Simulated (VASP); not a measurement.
K2ScZnC6N6, 16 atoms in the cell. It takes space group Fm-3m (No. 225, cubic). The conventional cell has a = 10.399 Å, b = 10.399 Å, c = 10.399 Å, α = 90.00°, β = 90.00°, γ = 90.00°. K (site symmetry -43m) has 12 C at 3.72 Å and 12 N at 3.72 Å and 4 Sc at 4.50 Å and 4 Zn at 4.50 Å within 4.9 Å. Sc (site symmetry m-3m) has 6 C at 2.02 Å within 2.7 Å. Within 2.7 Å of Zn (site symmetry m-3m) lie 6 N at 2.01 Å. Within 1.6 Å of C (site symmetry 4mm) lie 1 N at 1.17 Å. N (site symmetry 4mm) has 1 C at 1.17 Å within 1.6 Å. 

* Program: VASP 6.6.1
* Task: single point
* Functional: PBE
* Potentials or basis: VASP PAW PBE potentials, release 64 (K_sv, Sc_sv, Zn, C, N)
* Cutoff: 520 eV
* k mesh: 4 × 4 × 4
* Occupations: gaussian, width 0.1 eV
* Spin: no spin polarisation
* Dipole correction: no
* Further INCAR settings: LREAL = Auto; ALGO = Normal; EDIFF = 1e-06; NBANDS = 62

Potentials or basis: VASP PAW PBE potentials, release 64 (K_sv, Sc_sv, Zn, C, N).

The run is started by

```bash
$ cat potpaw_PBE.64/K_sv/POTCAR potpaw_PBE.64/Sc_sv/POTCAR potpaw_PBE.64/Zn/POTCAR potpaw_PBE.64/C/POTCAR potpaw_PBE.64/N/POTCAR > POTCAR
$ mpirun -np 1 vasp_std > vasp.out
```

Hardware: 1 thread of Intel(R) Xeon(R) 6975P-C (Granite Rapids), with other jobs on the host.

Problem. How long does it take, and how much memory?

Solution. It took 2.6 min on 1 thread of Intel(R) Xeon(R) 6975P-C (Granite Rapids) (shared host), peak memory 0.46 GiB. Counts: scf iterations 15, k points 8.
